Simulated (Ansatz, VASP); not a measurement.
# Two plane-wave programs on MgS

```xyz
2
Lattice="0.0000 2.6273 2.6273 2.6273 0.0000 2.6273 2.6273 2.6273 0.0000" Properties=species:S:1:pos:R:3 pbc="T T T"
Mg    0.0000    0.0000    0.0000
S     2.6273    2.6273    2.6273
```

Alike in both runs: task single point; functional r2SCAN; k mesh 8 × 8 × 8; no spin polarisation.

```csv
,VASP,Ansatz
version,VASP 6.6.1,Ansatz 0.2.0
potentials or method,"VASP PAW PBE potentials, release 64 (Mg, S)","plane waves, PAW"
plane-wave cutoff (eV),660,500
occupations,"gaussian, width 0.01 eV",fixed
valence electrons in the cell,8,16
```

|  | VASP | Ansatz | Ansatz less VASP |
| --- | --- | --- | --- |
| gap on the k mesh at the Fermi level (eV) | 3.37 | 3.40 | +0.031 |
| pressure (GPa) | -2.6 | -2.2 | +0.43 |

VASP's potentials were made for PBE, not for r2SCAN. VASP's potentials hold 8 valence electrons a cell and Ansatz's 16, so a difference there can come from the potentials and not from the codes.
